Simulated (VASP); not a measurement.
# HfB2 (P-1) in VASP: further runs

HfB2 is run at these levels: PBEsol; tasks: single point.

Program: VASP 6.6.1. These are calculated values, not measurements. Logs are shortened: lines on timing, memory, paths and dates and some standing lists are left out, and cuts for length are marked.

### 1 The cell of the first run

The typed cell holds 3 atoms: a = 3.140 Å, b = 3.167 Å, c = 3.480 Å, α = 90.41°, β = 91.14°, γ = 120.85°.

### 2 Single point, PBEsol (equal xy, yz and zx shear strains of -2 %)

The input, INCAR:

```
SYSTEM = HfB2
PREC = Accurate
ENCUT = 520
EDIFF = 1E-6
ISMEAR = -1
SIGMA = 0.03
LREAL = .False.
LASPH = .True.
NELM = 100
ALGO = Normal
ISIF = 2
LWAVE = .False.
LCHARG = .True.
GGA = PS
LELF = .True.
LVHAR = .True.
NBANDS = 15
```

The input, KPOINTS:

```
regular mesh
0
Gamma
  15 15 12
  0 0 0
```

The input, POSCAR:

```
HfB2
1.0
    3.1400001005     -0.0314000010     -0.0314000010
   -1.5971932488      2.7350198554     -0.0114931980
   -0.0348000000     -0.0348000000      3.4800000000
Hf B
1 2
Direct
    0.0000000000      0.0000000000      0.0000000000
    0.3333333333      0.6666666667      0.5000000000
    0.6666666667      0.3333333333      0.5000000000
```

Potentials or basis: VASP PAW PBE potentials, release 64 (Hf_pv, B).

Command:

```
> cat potpaw_PBE.64/Hf_pv/POTCAR potpaw_PBE.64/B/POTCAR > POTCAR
> mpirun -np 1 vasp_std > vasp.out
```

OUTCAR:

```text
SYSTEM = HfB2
   PREC = Accurate
   ENCUT = 520
   EDIFF = 1E-6
   ISMEAR = -1
   LREAL = .False.
   LASPH = .True.
   NELM = 100
   ISIF = 2
   GGA = PS

 ion  position               nearest neighbor table
   1  0.000  0.000  0.000-   3 2.47   2 2.47   3 2.49   2 2.49   2 2.52   3 2.52   2 2.53   3 2.53
                             2 2.54   3 2.54   3 2.54   2 2.54
   2  0.333  0.667  0.500-   3 1.80   3 1.81   3 1.83   1 2.47   1 2.49   1 2.52   1 2.53   1 2.54
                             1 2.54
   3  0.667  0.333  0.500-   2 1.80   2 1.81   2 1.83   1 2.47   1 2.49   1 2.52   1 2.53   1 2.54
                             1 2.54

  LATTYP: Found a triclinic cell.
 ALAT       =     3.1131420021
 B/A-ratio  =     1.0173814952
 C/A-ratio  =     1.1179534953
 COS(alpha) =     0.0072205084
 COS(beta)  =     0.0274156886
 COS(gamma) =     0.5000742387

  Lattice vectors:

 A1 = (  -1.5428068517,  -2.7036198544,   0.0428931990)
 A2 = (   1.5971932488,  -2.7350198554,   0.0114931980)
 A3 = (  -0.0348000000,  -0.0348000000,   3.4800000000)

Analysis of symmetry for initial positions (statically):
=====================================================================
 Subroutine PRICEL returns:
 Original cell was already a primitive cell.

 Routine SETGRP: Setting up the symmetry group for a
 triclinic supercell.

 Subroutine GETGRP returns: Found  2 space group operations
 (whereof  2 operations were pure point group operations)
 out of a pool of  2 trial point group operations.

The static configuration has the point symmetry S_2 .

Analysis of symmetry for dynamics (positions and initial velocities):
=====================================================================
 Subroutine PRICEL returns:
 Original cell was already a primitive cell.

 Routine SETGRP: Setting up the symmetry group for a
 triclinic supercell.

 Subroutine GETGRP returns: Found  2 space group operations
 (whereof  2 operations were pure point group operations)
 out of a pool of  2 trial point group operations.

The dynamic configuration has the point symmetry S_2 .

 Subroutine INISYM returns: Found  2 space group operations
 (whereof  2 operations are pure point group operations),
 and found     1 'primitive' translations

----------------------------------------------------------------------------------------

                                     Primitive cell

  volume of cell :      29.7056

  direct lattice vectors                    reciprocal lattice vectors
     3.140000101 -0.031400001 -0.031400001     0.320393321  0.187124192  0.005075175
    -1.597193249  2.735019855 -0.011493198     0.003715286  0.367813319  0.003715286
    -0.034800000 -0.034800000  3.480000000     0.002903176  0.002903176  0.287414385

  length of vectors
     3.140314085  3.167253065  3.480347983     0.371070210  0.367850845  0.287443709

  position of ions in fractional coordinates (direct lattice)
     0.000000000  0.000000000  0.000000000
     0.333333333  0.666666667  0.500000000
     0.666666667  0.333333333  0.500000000

  ion indices of the primitive-cell ions
   primitive index   ion index
                 1           1
                 2           2
                 3           3

----------------------------------------------------------------------------------------

 KPOINTS: regular mesh

Automatic generation of k-mesh.
 Grid dimensions read from file:
 generate k-points for:   15   15   12

 Generating k-lattice:

  Cartesian coordinates                     Fractional coordinates (reciprocal lattice)
     0.021359555  0.012474946  0.000338345     0.066666667 -0.000000000  0.000000000
     0.000247686  0.024520888  0.000247686     0.000000000  0.066666667  0.000000000
     0.000241931  0.000241931  0.023951199     0.000000000  0.000000000  0.083333333

  Length of vectors
     0.024738014  0.024523390  0.023953642

  Shift w.r.t. Gamma in fractional coordinates (k-lattice)
     0.000000000  0.000000000  0.000000000

 Subroutine IBZKPT returns following result:
 ===========================================

 Found   1351 irreducible k-points:

 Following reciprocal coordinates:
            Coordinates               Weight
  0.000000  0.000000  0.000000      1.000000
  0.066667  0.000000 -0.000000      2.000000
  0.133333 -0.000000 -0.000000      2.000000
  0.200000  0.000000 -0.000000      2.000000
  0.266667 -0.000000 -0.000000      2.000000
  0.333333  0.000000 -0.000000      2.000000
[... 16 lines left out ...]
 -0.066667  0.066667  0.000000      2.000000
  0.000000  0.133333 -0.000000      2.000000
 [... further k-points ...]
   k-points           NKPTS =   1351   k-points in BZ     NKDIM =   1351   number of bands    NBANDS=     15
   number of dos      NEDOS =    301   number of ions     NIONS =      3
   total plane-waves  NPLWV =  16128
   dimension x,y,z NGX =    24 NGY =   24 NGZ =   28
   dimension x,y,z NGXF=    48 NGYF=   48 NGZF=   56
   ions per type =               1   2
   NGX,Y,Z   is equivalent  to a cutoff of  12.71, 12.60, 13.37 a.u.
   NGXF,Y,Z  is equivalent  to a cutoff of  25.41, 25.19, 26.75 a.u.
 SYSTEM =  HfB2
   PREC   = accura    normal or accurate (medium, high low for compatibility)
   ISTART =      0    job   : 0-new  1-cont  2-samecut
   ICHARG =      2    charge: 1-file 2-atom 10-const
   ISPIN  =      1    spin polarized calculation?
   LNONCOLLINEAR =      F non collinear calculations
   LSORBIT =      F    spin-orbit coupling
   LASPH  =      T    aspherical Exc in radial PAW
   ENCUT  =  520.0 eV  38.22 Ry    6.18 a.u.   5.84  5.89  6.47*2*pi/ulx,y,z
   NELM   =    100;   NELMIN=  2; NELMDL= -5     # of ELM steps
   EDIFF  = 0.1E-05   stopping-criterion for ELM
   LREAL  =      F    real-space projection
   EDIFFG = 0.1E-04   stopping-criterion for IOM
   NSW    =      0    number of steps for IOM
   IBRION =     -1    ionic relax: 0-MD 1-quasi-New 2-CG
   NFREE  =      0    steps in history (QN), initial steepest desc. (CG)
   ISIF   =      2    stress and relaxation
   ISYM   =      2    0-nonsym 1-usesym 2-fastsym
   POTIM  = 0.5000    time-step for ionic-motion
   TEBEG  =    0.0;   TEEND  =   0.0 temperature during run
   PSTRESS=    0.0 pullay stress
   NELECT =      16.0000    total number of electrons
   NUPDOWN=      -1.0000    fix difference up-down
   EMIN   =  10.00;   EMAX   =-10.00  energy-range for DOS
   EFERMI =   0.00;   METHOD = LEGACY
   ISMEAR =    -1;   SIGMA  =   0.03  broadening in eV -4-tet -1-fermi 0-gaus
   EFERMI_NEDOS =   21; number of points for ismear=-14 and -15
   IALGO  =     38    algorithm
   IMIX   =      4    mixing-type and parameters
     AMIX     =   0.40;   BMIX     =  1.00
     AMIX_MAG =   1.60;   BMIX_MAG =  1.00
  volume/ion in A,a.u.               =       9.90        66.82
  Fermi-wavevector in a.u.,A,eV,Ry     =   1.331994  2.517103 24.139552  1.774207
  Thomas-Fermi vector in A             =   2.460962
   LORBIT       =      0    0 simple, 1 ext, 2 COOP (PROOUT), +10 PAW based schemes
   GGA     = PS    functional components
   LHFCALC =     F    Hartree Fock is set to
   AEXX    =    0.0000 exact exchange contribution
   IVDW    =     0    specifies the selected vdW correction
   LEPSILON=     F    determine dielectric tensor
   LRPA    =     F    only Hartree local field effects (RPA)
 non-spin polarized calculation
  energy-cutoff  :      520.00
  volume of cell :       29.71
 maximum number of plane-waves:       816
   NGX = 11   NGY = 11   NGZ = 13

 number of electron      15.9999998 magnetization

 Free energy of the ion-electron system (eV)
  ---------------------------------------------------
  ext. energy  EPLUGINS =         0.00000000
  ---------------------------------------------------
  free energy    TOTEN  =       -27.82839608 eV

  energy without entropy =      -27.82771634  energy(sigma->0) =      -27.82805621

 E-fermi :   7.5499     XC(G=0): -12.6822

 val. band max:        7.5465632218   @ k =  -0.1333  -0.1333   0.1667
 cond. band min:       7.5513647898   @ k =   0.1333   0.1333   0.2500
 fundamental gap:      0.0048015680
 Fermi energy:         7.5498624360

 k-point     1 :       0.0000    0.0000    0.0000
  band No.  band energies     occupation
      1     -23.0241      2.00000
      2     -22.5336      2.00000
      3     -22.4958      2.00000
      4      -6.1720      2.00000
      5       4.4814      2.00000
      6       4.5802      2.00000
      7       4.7792      2.00000
      8       4.8091      2.00000
      9      11.4229      0.00000
     10      11.5028      0.00000
     11      12.2107      0.00000
     12      12.2996      0.00000
     13      12.3118      0.00000
     14      12.5699      0.00000
     15      12.8620      0.00000

 k-point     2 :       0.0667    0.0000   -0.0000
  band No.  band energies     occupation
      1     -23.0182      2.00000
      2     -22.5465      2.00000
      3     -22.5280      2.00000
      4      -6.0734      2.00000
      5       4.4408      2.00000
      6       4.5792      2.00000
      7       4.6194      2.00000
      8       4.7395      2.00000
      9      11.2690      0.00000
     10      11.3249      0.00000
     11      11.6300      0.00000
     12      11.8130      0.00000
     13      13.0882      0.00000
     14      13.1395      0.00000
     15      13.3536      0.00000
[... 365 lines left out ...]
      3     -22.5042      2.00000
      4      -6.0768      2.00000
      5       4.2760      2.00000
      6       4.6118      2.00000
      7       4.6991      2.00000
      8       4.7948      2.00000
      9      11.2441      0.00000
     10      11.5008      0.00000
     11      11.5524      0.00000
     12      11.7940      0.00000
     13      12.7447      0.00000
     14      13.3268      0.00000
     15      13.4981      0.00000

 k-point    24 :       0.0000    0.1333   -0.0000
  band No.  band energies     occupation
      1     -23.0021      2.00000
      2     -22.6509      2.00000
      3     -22.5437      2.00000
      4      -5.7917      2.00000
      5       3.6740      2.00000
      6       4.4819      2.00000
      7       4.6236      2.00000
      8       4.9044      2.00000
      9      10.3555      0.00000
     10      11.2010      0.00000
     11      11.2999      0.00000
     12      11.9175      0.00000
     13      13.4231      0.00000
     14      14.0462      0.00000
     15      14.5428      0.00000

 [... further k-points ...]

------------------------ aborting loop because EDIFF is reached ----------------------------------------

  FORCE on cell =-STRESS in cart. coord.  units (eV):
  Direction    XX          YY          ZZ          XY          YZ          ZX
  --------------------------------------------------------------------------------------
  -------------------------------------------------------------------------------------
  Total       -0.6906603     -0.7037312     -0.8896545      1.0226267      1.0071745      1.0086775
  in kB      -37.2509251    -37.9559089    -47.9837223     55.1556100     54.3221910     54.4032575
  external PRESSURE =     -41.0635188 kB  Pullay stress =       0.0000000 kB

 VOLUME and BASIS-vectors are now :
 -----------------------------------------------------------------------------
  energy-cutoff  :      520.00
  volume of cell :       29.71
      direct lattice vectors                 reciprocal lattice vectors
     3.140000101 -0.031400001 -0.031400001     0.320393321  0.187124192  0.005075175
    -1.597193249  2.735019855 -0.011493198     0.003715286  0.367813319  0.003715286
    -0.034800000 -0.034800000  3.480000000     0.002903176  0.002903176  0.287414385

 POSITION                                       TOTAL-FORCE (eV/Angst)
 -----------------------------------------------------------------------------------
      0.00000      0.00000      0.00000        -0.000000     -0.000000      0.000000
     -0.03553      1.79548      1.72187        -0.021319      0.004093     -0.007653
      1.54354      0.87334      1.71524         0.021319     -0.004093      0.007653
 -----------------------------------------------------------------------------------
    total drift:                               -0.000000      0.000000      0.000000

  FREE ENERGIE OF THE ION-ELECTRON SYSTEM (eV)
  ---------------------------------------------------
  free  energy   TOTEN  =       -27.8283960843 eV

  energy  without entropy=      -27.8277163403  energy(sigma->0) =      -27.82805621
```

Run time: 2.8 min. Hardware: 1 thread of Intel Xeon 6975P-C (Granite Rapids), shared host; peak memory 0.66 GiB.

Results:

```yaml
Free_energy: -27.8284 eV
Pressure: -4.1 GPa
Largest_force: 0.023 eV/Å
Band_gap_on_the_k_mesh: zero (bands 8 and 9 overlap by 1.04 eV)
```

Forces on the atoms (eV/Å):
```
Hf   0.000  0.000  0.000
B   -0.021  0.004 -0.008
B    0.021 -0.004  0.008
```

Caveat: the cell differs from its parent crystal (equal xy, yz and zx shear strains of -2 %); the cell stands under tension; the PAW data sets were made with another functional, which shifts forces and pressure a little; spin-orbit coupling is left out, which moves the levels of the heavy elements.

### 3 Single point, PBEsol (equal xy, yz and zx shear strains of +2 %)

The input, INCAR:

```
SYSTEM = HfB2
  PREC = Accurate
  ENCUT = 520
  EDIFF = 1E-6
  ISMEAR = -1
  SIGMA = 0.03
  LREAL = .FALSE.
  LASPH = .TRUE.
  NELM = 60
  ALGO = Normal
  ISIF = 2
  LWAVE = .FALSE.
  LCHARG = .FALSE.
  GGA = PS
  NBANDS = 15
```

The input, KPOINTS:

```
regular mesh
0
G
  15 15 12
  0 0 0
```

The input, POSCAR:

```
HfB2
1.0
    3.1400001005      0.0314000010      0.0314000010
   -1.5428068518      2.7036198544      0.0114931980
    0.0348000000      0.0348000000      3.4800000000
Hf B
1 2
Direct
    0.0000000000      0.0000000000      0.0000000000
    0.3333333333      0.6666666667      0.5000000000
    0.6666666667      0.3333333333      0.5000000000
```

Potentials or basis: VASP PAW PBE potentials, release 64 (Hf_pv, B).

Command:

```
> cat potpaw_PBE.64/Hf_pv/POTCAR potpaw_PBE.64/B/POTCAR > POTCAR
> mpirun -np 1 vasp_std > vasp.out
```

It took 2.6 min on 1 thread of Intel Xeon 6975P-C (Granite Rapids), shared host; peak memory 0.66 GiB.

The run converged. Its results:

| Property | Result |
| --- | --- |
| Free energy | -27.8297 eV |
| Pressure | -4.1 GPa |
| Largest force | 0.011 eV/Å |
| Band gap on the k mesh | zero (bands 8 and 9 overlap by 1.00 eV) |

Forces on the atoms (eV/Å):
```
Hf   0.000  0.000  0.000
B    0.008  0.005 -0.007
B   -0.008 -0.005  0.007
```

Stress tensor (GPa, compression positive):
```
-3.75 -5.27 -5.19
-5.27 -3.79 -5.18
-5.19 -5.18 -4.80
```

Levels at points of the mesh, in eV from the Fermi level:
```
           k point  band 4  band 5  band 6  band 7  band 8  band 9  band 10  band 11  band 12  band 13
(0.00, 0.00, 0.00)  -13.73   -3.07   -2.98   -2.79   -2.75    3.82     3.95     4.63     4.74     4.84
(0.00, 0.00, 0.50)  -11.29   -8.38   -1.22   -1.11    0.18    0.35     0.79     1.16     2.23     5.12
```

Caveat: the cell differs from its parent crystal (equal xy, yz and zx shear strains of +2 %); the cell stands under tension; the PAW data sets were made with another functional, which shifts forces and pressure a little; spin-orbit coupling is left out, which moves the levels of the heavy elements.
